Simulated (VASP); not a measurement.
A run of VASP 6.6.1 is set up as follows.

INCAR

```
SYSTEM = C
PREC = Accurate
ENCUT = 600
EDIFF = 1E-7
ISMEAR = 0
SIGMA = 0.1
LREAL = .False.
LASPH = .True.
NELM = 80
ALGO = Normal
ISIF = 3
LWAVE = .False.
LCHARG = .False.
GGA = PE
IBRION = 2
NSW = 90
EDIFFG = -0.04
```

File KPOINTS:

```
Automatic mesh
0
Gamma
  6 6 6
  0 0 0
```

File POSCAR:

```
C
1.0
    2.6103571100      0.0000000000      0.0000000000
    0.0000000000      2.6103571100      0.0000000000
    0.0000000000      0.0000000000      2.6103571100
C
3
Direct
    0.5000000000      0.0000000000      0.0000000000
    0.0000000000      0.5000000000      0.0000000000
    0.0000000000      0.0000000000      0.5000000000
```

Potentials or basis: VASP PAW PBE potentials, release 64 (C).

Run with:

```console
$ cat potpaw_PBE.64/C/POTCAR > POTCAR
$ mpirun -np 1 vasp_std > vasp.out
```

Q: Estimate the space group after relaxing (to 0.05 Å).

A: Pm-3m (No. 221).

Q: Predict the band gap on the k mesh.

A: Zero (band 6 reaches 11.18 eV, above the bottom of band 7 at 1.46 eV).

Q: What does it give for the relaxed cell?

A: a = 2.657 Å, b = 2.657 Å, c = 2.657 Å, α = 90.00°, β = 90.00°, γ = 90.00°.

Q: Estimate the relaxed volume.

A: 6.25 Å³/atom.

Step by step:
| step | energy change (eV) | largest force (eV/Å) | pressure (GPa) | volume (Å³) |
| --- | --- | --- | --- | --- |
| 1 | 0.0000 | 0.0000 | 8.08 | 17.79 |
| 2 | -0.0296 | 0.0000 | 2.55 | 18.57 |
| 3 | -0.0311 | 0.0000 | 0.05 | 18.76 |

Caveat: the k points lie up to 0.39 Å⁻¹ apart in the final cell.
